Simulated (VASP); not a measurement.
Set up this calculation in VASP 6.6.1, as the native input.

```
Task                   : single point
Functional             : r2SCAN
Dispersion             : D3(BJ)
Potentials or basis    : VASP PAW PBE potentials, release 64 (Mg, O)
Cutoff                 : 520 eV
k mesh                 : 10 × 10 × 10
Occupations            : gaussian, width 0.05 eV
Spin                   : no spin polarisation
Dipole correction      : no
Further INCAR settings : ALGO = Normal; EDIFF = 1e-06; NBANDS = 11
```

Crystal: MgO.

```
Mg O
1.0
     0.00000    2.06738    2.06738
     2.06738    0.00000    2.06738
     2.06738    2.06738    0.00000
Mg O
1 1
Direct
  0.00000 0.00000 0.00000
  0.50000 0.50000 0.50000
```

This cell differs from its parent crystal: volume scaled by 0.96.

One way to write it, as run:

POSCAR

```
MgO
1.0
    0.0000000000      2.0673760353      2.0673760353
    2.0673760353      0.0000000000      2.0673760353
    2.0673760353      2.0673760353      0.0000000000
Mg O
1 1
Direct
    0.0000000000      0.0000000000      0.0000000000
    0.5000000000      0.5000000000      0.5000000000
```

INCAR.step1

```
SYSTEM = MgO
PREC = Accurate ; ENCUT = 520
ISMEAR = 0 ; SIGMA = 0.05
LREAL = .FALSE. ; LASPH = .TRUE.
NELM = 60 ; NBANDS = 11
GGA = PE ; ALGO = Normal
EDIFF = 1E-4 ; LWAVE = .TRUE.
LCHARG = .FALSE.
```

INCAR.step2

```
SYSTEM = MgO
PREC = Accurate ; ENCUT = 520
EDIFF = 1E-6 ; ISMEAR = 0
SIGMA = 0.05 ; LREAL = .FALSE.
LASPH = .TRUE. ; NELM = 60
ALGO = Normal ; ISIF = 2
LWAVE = .FALSE. ; LCHARG = .FALSE.
METAGGA = R2SCAN ; LMIXTAU = .TRUE.
IVDW = 12 ; VDW_S6 = 1.0
VDW_S8 = 0.78981345 ; VDW_A1 = 0.49484001
VDW_A2 = 5.73083694 ; NBANDS = 11
ISTART = 1
```

KPOINTS

```
regular mesh
0
G
  10 10 10
  0 0 0
```

Potentials or basis: VASP PAW PBE potentials, release 64 (Mg, O).

Command:

```bash
$ cat potpaw_PBE.64/Mg/POTCAR potpaw_PBE.64/O/POTCAR > POTCAR
$ cp INCAR.step1 INCAR
$ mpirun -np 1 vasp_std > vasp.out
$ cp INCAR.step2 INCAR
$ mpirun -np 1 vasp_std > vasp.out
```

Results of the run:

```
Pressure                   : 5.4 GPa
Band gap on the k mesh     : 6.19 eV, direct
Dispersion energy per atom : -0.147 eV
```

Caveat: three body term missing; the PAW data sets were made with another functional, which shifts forces and pressure a little.

Wall time 62 s on 1 thread of Intel Xeon 8259CL, on a shared host, peak memory 0.16 GiB.
